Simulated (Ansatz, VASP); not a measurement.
# BN: VASP beside Ansatz

The input INCAR:

```
SYSTEM = BN
  PREC = Accurate
  ENCUT = 600
  EDIFF = 1E-6
  ISMEAR = 0
  SIGMA = 0.05
  LREAL = .False.
  LASPH = .True.
  NELM = 120
  ALGO = Normal
  ISIF = 2
  LWAVE = .False.
  LCHARG = .True.
  GGA = PE
  IVDW = 12
  LELF = .True.
  LVHAR = .True.
  NBANDS = 11
  GGA_COMPAT = .False.
```

The input KPOINTS:

```
Automatic mesh
0
Gamma
  12 12 12
  0 0 0
```

File POSCAR:

```
BN
1.0
    1.2530568997      0.7234527383      3.2948845324
   -1.2530568997      0.7234527383      3.2948845324
    0.0000000000     -1.4469054767      3.2948845324
B N
1 1
Direct
    0.8268387932      1.0860120719      1.0860120719
    0.3327354554      0.3327354554      0.3327354554
```

Input for Ansatz:

```yaml
crystal:
  lattice:
    - [1.2530568997, 0.7234527383, 3.2948845324]
    - [-1.2530568997, 0.7234527383, 3.2948845324]
    - [0.0, -1.4469054767, 3.2948845324]
  atoms:
    - { symbol: B, position: [0.8268387932, 1.0860120719, 1.0860120719] }
    - { symbol: "N", position: [0.3327354554, 0.3327354554, 0.3327354554] }
basis:
  ecutwfc: 420
kpoints:
  mp_grid: { grid: [12, 12, 12] }
hamiltonian:
  xc: pbe
  dispersion: d3bj
scf:
  occupations: { method: gaussian, width: 0.05 }
output:
  forces: true
  stress: true
  eigenvalues: true
```

Change from the starting cell: all B atoms moved +0.375 Å, as atom 1 towards its neighbour atom 2 (N) at 1.447 Å.

Alike in both runs: task single point; functional PBE; dispersion D3(BJ); k mesh 12 × 12 × 12; occupations gaussian, width 0.05 eV; no spin polarisation.

|  | VASP | Ansatz |
| --- | --- | --- |
| version | VASP 6.6.1 | Ansatz 0.2.0 |
| potentials or method | VASP PAW PBE potentials, release 64 (B, N), cutoff 600 eV | scalar-relativistic, plane waves, PAW |
| valence electrons in the cell | 8 | 8 |

```tsv
	VASP	Ansatz	Ansatz less VASP
gap on the k mesh at the Fermi level (eV)	2.05	2.07	+0.022
least direct gap on the mesh (eV)	3.96	3.98	+0.013
rms of the force components (eV/Å)	19.718	19.315	-0.4033
```

Atom by atom the forces differ by 0.403 eV/Å (rms over components).
